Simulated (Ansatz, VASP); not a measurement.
MgO: VASP beside Ansatz

```xyz
4
Lattice="3.3324 0.0000 0.0000 -1.6662 2.8859 0.0000 0.0000 0.0000 4.7983" Properties=species:S:1:pos:R:3 pbc="T T T"
Mg    1.6662    0.9620    3.5987
Mg    0.0000    1.9239    1.1996
O     1.6662    0.9620    1.1996
O     0.0000    1.9239    3.5987
```

Alike in both runs: task single point; functional PBEsol; k mesh 9 × 9 × 6; occupations gaussian, width 0.05 eV; no spin polarisation.

|  | VASP | Ansatz |
| --- | --- | --- |
| version | VASP 6.6.1 | Ansatz 0.2.0 |
| potentials or method | VASP PAW PBE potentials, release 64 (Mg, O), cutoff 520 eV | scalar-relativistic, plane waves, PAW |
| valence electrons in the cell | 16 | 32 |

VASP gave:

- gap on the k mesh at the Fermi level (eV): 2.92
- least direct gap on the mesh (eV): 2.92
- pressure (GPa): 1.3
- traceless stress, the component that is largest in VASP (GPa): -13.71

Task: What did Ansatz give for the same quantities?

Result: gap on the k mesh at the Fermi level (eV): 2.92; least direct gap on the mesh (eV): 2.92; pressure (GPa): 1.5; traceless stress, the component that is largest in VASP (GPa): -13.57.

VASP's potentials were made for PBE, not for PBEsol, and Ansatz warns of the same on its side. VASP's potentials hold 16 valence electrons a cell and Ansatz's 32, so a difference there can come from the potentials and not from the codes.
